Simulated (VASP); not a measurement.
# Rb (P6_3/mmc) in VASP: single point with r2SCAN

Aim: the single point of Rb with r2SCAN.

All numbers are computed with VASP 6.6.1; they aren't measurements. Logs are shortened: lines on timing, memory, paths and dates and some standing lists are left out, and cuts for length are marked.

## 1. The cell of the first run

The structure is hexagonal, space group P6_3/mmc (No. 194). Conventional cell: a = 4.986 Å, b = 4.986 Å, c = 8.144 Å, α = 90.00°, β = 90.00°, γ = 120.00°.

## 2. Single point, r2SCAN

File POSCAR:

```
Rb
1.0
    4.9864081956      0.0000000000      0.0000000000
   -2.4932040978      4.3183561710      0.0000000000
    0.0000000000      0.0000000000      8.1444667194
Rb
2
Direct
    0.3333333333      0.6666666667      0.7500000000
    0.6666666667      0.3333333333      0.2500000000
```

File INCAR.step1:

```
SYSTEM = Rb
PREC = Accurate ; ENCUT = 520
ISMEAR = 0 ; SIGMA = 0.05
LREAL = .FALSE. ; LASPH = .TRUE.
NELM = 100 ; NBANDS = 16
GGA = PE ; ALGO = Normal
EDIFF = 1E-4 ; LWAVE = .TRUE.
LCHARG = .FALSE.
```

File INCAR.step2:

```
SYSTEM = Rb
PREC = Accurate ; ENCUT = 520
EDIFF = 1E-7 ; ISMEAR = 0
SIGMA = 0.05 ; LREAL = .FALSE.
LASPH = .TRUE. ; NELM = 100
ALGO = Normal ; ISIF = 2
LWAVE = .FALSE. ; LCHARG = .FALSE.
METAGGA = R2SCAN ; LMIXTAU = .TRUE.
NBANDS = 16 ; ISTART = 1
```

File KPOINTS:

```
Automatic mesh
0
G
  10 10 6
  0 0 0
```

Potentials or basis: VASP PAW PBE potentials, release 64 (Rb_sv).

Command:

```
cat potpaw_PBE.64/Rb_sv/POTCAR > POTCAR
cp INCAR.step1 INCAR
mpirun -np 1 vasp_std > vasp.out
cp INCAR.step2 INCAR
mpirun -np 1 vasp_std > vasp.out
```

OUTCAR:

```text
SYSTEM = Rb
   PREC = Accurate
   ENCUT = 520
   EDIFF = 1E-7
   ISMEAR = 0
   LREAL = .FALSE.
   LASPH = .TRUE.
   NELM = 100
   ISIF = 2
   METAGGA = R2SCAN
   ISTART = 1

 ion  position               nearest neighbor table
   1  0.333  0.667  0.750-   2 4.99   2 4.99   2 4.99   2 4.99   2 4.99   2 4.99
   2  0.667  0.333  0.250-   1 4.99   1 4.99   1 4.99   1 4.99   1 4.99   1 4.99

  LATTYP: Found a hexagonal cell.
 ALAT       =     4.9864081956
 C/A-ratio  =     1.6333333333

  Lattice vectors:

 A1 = (   4.9864081956,   0.0000000000,   0.0000000000)
 A2 = (  -2.4932040978,   4.3183561710,   0.0000000000)
 A3 = (   0.0000000000,   0.0000000000,   8.1444667194)

Analysis of symmetry for initial positions (statically):
=====================================================================
 Subroutine PRICEL returns:
 Original cell was already a primitive cell.

 Routine SETGRP: Setting up the symmetry group for a
 hexagonal supercell.

 Subroutine GETGRP returns: Found 24 space group operations
 (whereof 12 operations were pure point group operations)
 out of a pool of 24 trial point group operations.

The static configuration has the point symmetry D_3d.
 The point group associated with its full space group is D_6h.

Analysis of symmetry for dynamics (positions and initial velocities):
=====================================================================
 Subroutine PRICEL returns:
 Original cell was already a primitive cell.

 Routine SETGRP: Setting up the symmetry group for a
 hexagonal supercell.

 Subroutine GETGRP returns: Found 24 space group operations
 (whereof 12 operations were pure point group operations)
 out of a pool of 24 trial point group operations.

The dynamic configuration has the point symmetry D_3d.
 The point group associated with its full space group is D_6h.

 Subroutine INISYM returns: Found 24 space group operations
 (whereof 12 operations are pure point group operations),
 and found     1 'primitive' translations

----------------------------------------------------------------------------------------

                                     Primitive cell

  volume of cell :     175.3755

  direct lattice vectors                    reciprocal lattice vectors
     4.986408196  0.000000000  0.000000000     0.200545154  0.115784799  0.000000000
    -2.493204098  4.318356171  0.000000000     0.000000000  0.231569597  0.000000000
     0.000000000  0.000000000  8.144466719     0.000000000  0.000000000  0.122782747

  length of vectors
     4.986408196  4.986408196  8.144466719     0.231569597  0.231569597  0.122782747

[... 77 lines left out ...]
   LASPH  =      T    aspherical Exc in radial PAW
   ENCUT  =  520.0 eV  38.22 Ry    6.18 a.u.   9.27  9.27 15.14*2*pi/ulx,y,z
   NELM   =    100;   NELMIN=  2; NELMDL=  0     # of ELM steps
   EDIFF  = 0.1E-06   stopping-criterion for ELM
   LREAL  =      F    real-space projection
   EDIFFG = 0.1E-05   stopping-criterion for IOM
   NSW    =      0    number of steps for IOM
   IBRION =     -1    ionic relax: 0-MD 1-quasi-New 2-CG
   NFREE  =      0    steps in history (QN), initial steepest desc. (CG)
   ISIF   =      2    stress and relaxation
   ISYM   =      2    0-nonsym 1-usesym 2-fastsym
   POTIM  = 0.5000    time-step for ionic-motion
   TEBEG  =    0.0;   TEEND  =   0.0 temperature during run
   PSTRESS=    0.0 pullay stress
   NELECT =      18.0000    total number of electrons
   NUPDOWN=      -1.0000    fix difference up-down
   EMIN   =  10.00;   EMAX   =-10.00  energy-range for DOS
   EFERMI =   0.00;   METHOD = LEGACY
   ISMEAR =     0;   SIGMA  =   0.05  broadening in eV -4-tet -1-fermi 0-gaus
   EFERMI_NEDOS =   21; number of points for ismear=-14 and -15
   IALGO  =     38    algorithm
   IMIX   =      4    mixing-type and parameters
     AMIX     =   0.40;   BMIX     =  1.00
     AMIX_MAG =   1.60;   BMIX_MAG =  1.00
  volume/ion in A,a.u.               =      87.69       591.75
  Fermi-wavevector in a.u.,A,eV,Ry     =   0.766495  1.448466  7.993622  0.587515
  Thomas-Fermi vector in A             =   1.866846
   LORBIT       =      0    0 simple, 1 ext, 2 COOP (PROOUT), +10 PAW based schemes
   METAGGA = R2SCAN    functional components
   LHFCALC =     F    Hartree Fock is set to
   AEXX    =    0.0000 exact exchange contribution
   IVDW    =     0    specifies the selected vdW correction
   LEPSILON=     F    determine dielectric tensor
   LRPA    =     F    only Hartree local field effects (RPA)
 non-spin polarized calculation
 Gauss-broadening in eV      SIGMA  =   0.05
  energy-cutoff  :      520.00
  volume of cell :      175.38
 maximum number of plane-waves:      4758
 NGX is ok and might be reduce to    40
   NGX = 19   NGY = 19   NGZ = 31

 number of electron      18.0000000 magnetization

 Free energy of the ion-electron system (eV)
  ---------------------------------------------------
  ext. energy  EPLUGINS =         0.00000000
  ---------------------------------------------------
  free energy    TOTEN  =       -27.82592858 eV

  energy without entropy =      -27.82366734  energy(sigma->0) =      -27.82479796

 E-fermi :   0.1388     XC(G=0):  -5.8223

 val. band max:        0.1144005906   @ k =   0.3000   0.2000   0.3333
 cond. band min:       0.1464783567   @ k =   0.1000   0.1000   0.1667
 fundamental gap:      0.0320777661
 Fermi energy:         0.1388145695

 k-point     1 :       0.0000    0.0000    0.0000
  band No.  band energies     occupation
      1     -29.8973      2.00000
      2     -29.8922      2.00000
      3     -13.4944      2.00000
      4     -13.3980      2.00000
      5     -13.3980      2.00000
      6     -13.3834      2.00000
[... 433 lines left out ...]
      3     -13.4834      2.00000
      4     -13.4675      2.00000
      5     -13.4381      2.00000
      6     -13.4241      2.00000
[... 8 lines left out ...]
     15       3.6777      0.00000
     16       4.6601      0.00000

 [... further k-points ...]
[... 5 lines left out ...]
  --------------------------------------------------------------------------------------
  -------------------------------------------------------------------------------------
  Total        0.3180771      0.3180771      0.2390241      0.0000000      0.0000000     -0.0000000
  in kB        2.9058561      2.9058561      2.1836514      0.0000000      0.0000000     -0.0000000
  external PRESSURE =       2.6651212 kB  Pullay stress =       0.0000000 kB

 VOLUME and BASIS-vectors are now :
 -----------------------------------------------------------------------------
  energy-cutoff  :      520.00
  volume of cell :      175.38
      direct lattice vectors                 reciprocal lattice vectors
     4.986408196  0.000000000  0.000000000     0.200545154  0.115784799  0.000000000
    -2.493204098  4.318356171  0.000000000     0.000000000  0.231569597  0.000000000
     0.000000000  0.000000000  8.144466719     0.000000000  0.000000000  0.122782747

 POSITION                                       TOTAL-FORCE (eV/Angst)
 -----------------------------------------------------------------------------------
     -0.00000      2.87890      6.10835         0.000000      0.000000      0.000000
      2.49320      1.43945      2.03612        -0.000000      0.000000      0.000000
 -----------------------------------------------------------------------------------
    total drift:                                0.000000     -0.000000      0.000000

  FREE ENERGIE OF THE ION-ELECTRON SYSTEM (eV)
  ---------------------------------------------------
  free  energy   TOTEN  =       -27.8259285839 eV

  energy  without entropy=      -27.8236673437  energy(sigma->0) =      -27.82479796
```

Run time: 22 min. Hardware: 1 thread of AMD EPYC 7R13, shared host; peak memory 0.39 GiB.

Results:

* Free energy: -27.8259 eV
* Pressure: 0.3 GPa
* Band gap on the k mesh: zero (band 9 reaches 0.98 eV, above the bottom of band 10 at -1.26 eV)

Caveat: the PAW data sets were made with another functional, which shifts forces and pressure a little.
